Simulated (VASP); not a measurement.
# Ru16N in VASP: single point with PBE

Aim: the single point of Ru16N with PBE.

Everything below comes from runs of VASP 6.6.1. Logs are shortened: lines on timing, memory, paths and dates and some standing lists are left out, and cuts for length are marked.

### 1 The cell of the first run

The cell holds a slab with vacuum, 17 atoms: a = 5.440 Å, b = 5.440 Å, c = 21.866 Å, α = 90.00°, β = 90.00°, γ = 120.00°.

### 2 Single point, PBE

Contents of INCAR:

```
SYSTEM = Ru16N
PREC = Accurate
ENCUT = 520
EDIFF = 1E-6
ISMEAR = 0
SIGMA = 0.1
LREAL = Auto
LASPH = .TRUE.
NELM = 60
ALGO = Fast
ISIF = 2
LWAVE = .FALSE.
LCHARG = .FALSE.
LDIPOL = .TRUE.
IDIPOL = 3
DIPOL = 0.5 0.5 0.342
GGA = PE
NBANDS = 128
```

Contents of KPOINTS:

```
regular mesh
0
G
  6 6 1
  0 0 0
```

Contents of POSCAR:

```
Ru16N
1.0
    5.4400501761      0.0000000000      0.0000000000
   -2.7200250880      4.7112216504      0.0000000000
    0.0000000000      0.0000000000     21.8659169401
Ru N
16 1
Direct
    0.3333333333      0.1666666667      0.1829331014
    0.3333333333      0.6666666667      0.1829331014
    0.8333333333      0.1666666667      0.1829331014
    0.8333333333      0.6666666667      0.1829331014
    0.1666666667      0.3333333333      0.2811857727
    0.1666666667      0.8333333333      0.2811857727
    0.6666666667      0.3333333333      0.2811857727
    0.6666666667      0.8333333333      0.2811857727
    0.3333333333      0.1666666667      0.3790822100
    0.3333333333      0.6666666667      0.3790822100
    0.8333333333      0.1666666667      0.3790822100
    0.8333333333      0.6666666667      0.3790822100
    0.1666666667      0.3333333333      0.4740673336
    0.1666666667      0.8333333333      0.4740673336
    0.6666666667      0.3333333333      0.4740673336
    0.6666666667      0.8333333333      0.4740673336
    0.1666666667      0.4166666667      0.5489313601
```

Potentials or basis: VASP PAW PBE potentials, release 64 (Ru_pv, N).

Command:

```sh
> cat potpaw_PBE.64/Ru_pv/POTCAR potpaw_PBE.64/N/POTCAR > POTCAR
> mpirun -np 1 vasp_std > vasp.out
```

OUTCAR:

```text
SYSTEM = Ru16N
   PREC = Accurate
   ENCUT = 520
   EDIFF = 1E-6
   ISMEAR = 0
   LREAL = Auto
   LASPH = .TRUE.
   NELM = 60
   ISIF = 2
   GGA = PE

 ion  position               nearest neighbor table
   1  0.333  0.167  0.183-   5 2.66   7 2.66   6 2.66   3 2.72   3 2.72   2 2.72   2 2.72   4 2.72
                             4 2.72
   2  0.333  0.667  0.183-   6 2.66   8 2.66   5 2.66   4 2.72   4 2.72   1 2.72   1 2.72   3 2.72
                             3 2.72
   3  0.833  0.167  0.183-   7 2.66   5 2.66   8 2.66   1 2.72   1 2.72   4 2.72   4 2.72   2 2.72
                             2 2.72
   4  0.833  0.667  0.183-   8 2.66   6 2.66   7 2.66   2 2.72   2 2.72   3 2.72   3 2.72   1 2.72
                             1 2.72
   5  0.167  0.333  0.281-   9 2.65  11 2.65  10 2.65   1 2.66   3 2.66   2 2.66   7 2.72   7 2.72
                             6 2.72   6 2.72   8 2.72   8 2.72
   6  0.167  0.833  0.281-  10 2.65  12 2.65   9 2.65   2 2.66   4 2.66   1 2.66   8 2.72   8 2.72
                             5 2.72   5 2.72   7 2.72   7 2.72
   7  0.667  0.333  0.281-  11 2.65   9 2.65  12 2.65   3 2.66   1 2.66   4 2.66   5 2.72   5 2.72
                             8 2.72   8 2.72   6 2.72   6 2.72
   8  0.667  0.833  0.281-  12 2.65  10 2.65  11 2.65   4 2.66   2 2.66   3 2.66   6 2.72   6 2.72
                             7 2.72   7 2.72   5 2.72   5 2.72
   9  0.333  0.167  0.379-  13 2.60  15 2.60  14 2.60   5 2.65   7 2.65   6 2.65  11 2.72  11 2.72
                            10 2.72  10 2.72  12 2.72  12 2.72
  10  0.333  0.667  0.379-  14 2.60  16 2.60  13 2.60   6 2.65   8 2.65   5 2.65  12 2.72  12 2.72
                             9 2.72   9 2.72  11 2.72  11 2.72
  11  0.833  0.167  0.379-  15 2.60  13 2.60  16 2.60   7 2.65   5 2.65   8 2.65   9 2.72   9 2.72
                            12 2.72  12 2.72  10 2.72  10 2.72
  12  0.833  0.667  0.379-  16 2.60  14 2.60  15 2.60   8 2.65   6 2.65   7 2.65  10 2.72  10 2.72
                            11 2.72  11 2.72   9 2.72   9 2.72
  13  0.167  0.333  0.474-  17 1.70   9 2.60  11 2.60  10 2.60  15 2.72  15 2.72  14 2.72  14 2.72
                            16 2.72  16 2.72
  14  0.167  0.833  0.474-  10 2.60  12 2.60   9 2.60  16 2.72  16 2.72  13 2.72  13 2.72  15 2.72
                            15 2.72
  15  0.667  0.333  0.474-  11 2.60   9 2.60  12 2.60  13 2.72  13 2.72  16 2.72  16 2.72  14 2.72
                            14 2.72
  16  0.667  0.833  0.474-  12 2.60  10 2.60  11 2.60  14 2.72  14 2.72  15 2.72  15 2.72  13 2.72
                            13 2.72
  17  0.167  0.417  0.549-  13 1.70

  LATTYP: Found a hexagonal cell.
 ALAT       =     5.4400501761
 C/A-ratio  =     4.0194329523

  Lattice vectors:

 A1 = (   5.4400501761,   0.0000000000,   0.0000000000)
 A2 = (  -2.7200250880,   4.7112216504,   0.0000000000)
 A3 = (   0.0000000000,   0.0000000000,  21.8659169401)

Analysis of symmetry for initial positions (statically):
=====================================================================
 Subroutine PRICEL returns:
[... 171 lines left out ...]
  Thomas-Fermi vector in A             =   2.350245
   LORBIT       =      0    0 simple, 1 ext, 2 COOP (PROOUT), +10 PAW based schemes
   GGA     = PE    functional components
   LHFCALC =     F    Hartree Fock is set to
   AEXX    =    0.0000 exact exchange contribution
   IVDW    =     0    specifies the selected vdW correction
   LEPSILON=     F    determine dielectric tensor
   LRPA    =     F    only Hartree local field effects (RPA)
 non-spin polarized calculation
 RMM-DIIS sequential band-by-band and
 Gauss-broadening in eV      SIGMA  =   0.10
  energy-cutoff  :      520.00
  volume of cell :      560.41
 maximum number of plane-waves:     15122
   NGX = 21   NGY = 21   NGZ = 81

 dipolmoment           0.000000      0.000000     -0.012662 electrons x Angstroem

 number of electron     229.0000080 magnetization

 dipolmoment           0.000000      0.000000      0.088217 electrons x Angstroem

 Free energy of the ion-electron system (eV)
  ---------------------------------------------------
  ext. energy  EPLUGINS =         0.00000000
  ---------------------------------------------------
  free energy    TOTEN  =      -146.49927185 eV

  energy without entropy =     -146.41562449  energy(sigma->0) =     -146.45744817

 E-fermi :   1.8787     XC(G=0):  -6.5679

 val. band max:        1.8732336439   @ k =  -0.1667   0.1667   0.0000
 cond. band min:       1.8883393660   @ k =   0.1667   0.0000   0.0000
 fundamental gap:      0.0151057221
 Fermi energy:         1.8786976298

 k-point     1 :       0.0000    0.0000    0.0000
  band No.  band energies     occupation
      1     -42.3419      2.00000
      2     -41.7368      2.00000
      3     -41.7316      2.00000
      4     -41.7146      2.00000
      5     -41.7106      2.00000
      6     -41.7088      2.00000
[... 2569 lines left out ...]
    125       2.6653      0.00000
    126       2.6855      0.00000
 [bands above 126 left out]

------------------------ aborting loop because EDIFF is reached ----------------------------------------

 vacuum level on the upper side and lower side of the slab       (xc-potential included)         0.163        -0.397

  FORCE on cell =-STRESS in cart. coord.  units (eV):
  Direction    XX          YY          ZZ          XY          YZ          ZX
  --------------------------------------------------------------------------------------
  -------------------------------------------------------------------------------------
  Total       -9.3090619    -10.2477210     -1.9644137     -0.2673187      1.4534688     -0.9731494
  in kB      -26.6141354    -29.2977143     -5.6161591     -0.7642505      4.1553937     -2.7821846
  external PRESSURE =     -20.5093363 kB  Pullay stress =       0.0000000 kB

 VOLUME and BASIS-vectors are now :
 -----------------------------------------------------------------------------
  energy-cutoff  :      520.00
  volume of cell :      560.41
      direct lattice vectors                 reciprocal lattice vectors
     5.440050176  0.000000000  0.000000000     0.183821834  0.106129585  0.000000000
    -2.720025088  4.711221650  0.000000000     0.000000000  0.212259171  0.000000000
     0.000000000  0.000000000 21.865916940     0.000000000  0.000000000  0.045733275

 POSITION                                       TOTAL-FORCE (eV/Angst)
 -----------------------------------------------------------------------------------
      1.36001      0.78520      4.00000         0.007792     -0.003523      0.508266
     -0.00000      3.14081      4.00000         0.012729      0.006065      0.543705
      4.08004      0.78520      4.00000        -0.002091     -0.019511      0.523019
      2.72003      3.14081      4.00000         0.025492     -0.070317      0.814280
      0.00000      1.57041      6.14838         0.011888     -0.028298     -0.392286
     -1.36001      3.92602      6.14838        -0.126130     -0.002731     -0.574267
[... 9 lines left out ...]
      1.36001      3.92602     10.36592        -0.043525      0.135560     -0.113586
     -0.22667      1.96301     12.00289        -0.232847      0.435078      0.131860
 -----------------------------------------------------------------------------------
    total drift:                               -0.000026      0.000276      0.034844

  FREE ENERGIE OF THE ION-ELECTRON SYSTEM (eV)
  ---------------------------------------------------
  free  energy   TOTEN  =      -146.4992718481 eV

  energy  without entropy=     -146.4156244899  energy(sigma->0) =     -146.45744817

 vacuum level on the upper side and lower side of the slab         7.530         7.000
```

stdout:

```text
POSCAR found type information on POSCAR RuN
 POSCAR found :  2 types and      17 ions
 scaLAPACK will be used
 LDA part: xc-table for (Slater+PW92), standard interpolation
 POSCAR, INCAR and KPOINTS ok, starting setup
 FFT: planning ... GRIDC
 FFT: planning ... GRID_SOFT
 FFT: planning ... GRID
 WAVECAR not read
 entering main loop
```

It took 1.8 h on 1 thread of Oxide Virtual Turin-like, shared host; peak memory 1.1 GiB.

What came out:

```
Free energy            : -146.4993 eV
Largest force          : 1.782 eV/Å
Band gap on the k mesh : zero (an odd number of electrons rules out a gap without spin polarisation)
```

Forces on the atoms (eV/Å):
```
Ru   0.008 -0.004  0.508
Ru   0.013  0.006  0.544
Ru  -0.002 -0.020  0.523
Ru   0.025 -0.070  0.814
Ru   0.012 -0.028 -0.392
Ru  -0.126 -0.003 -0.574
Ru  -0.026  0.144 -0.655
Ru   0.094 -0.028 -0.555
Ru   0.312 -0.172 -0.641
Ru   0.055  0.120 -0.493
Ru  -0.173 -0.125 -0.479
Ru   0.050 -0.086 -0.371
Ru   0.035 -0.351  1.747
Ru   0.023  0.062  0.130
Ru  -0.023 -0.016 -0.124
Ru  -0.044  0.136 -0.114
N   -0.233  0.435  0.132
```
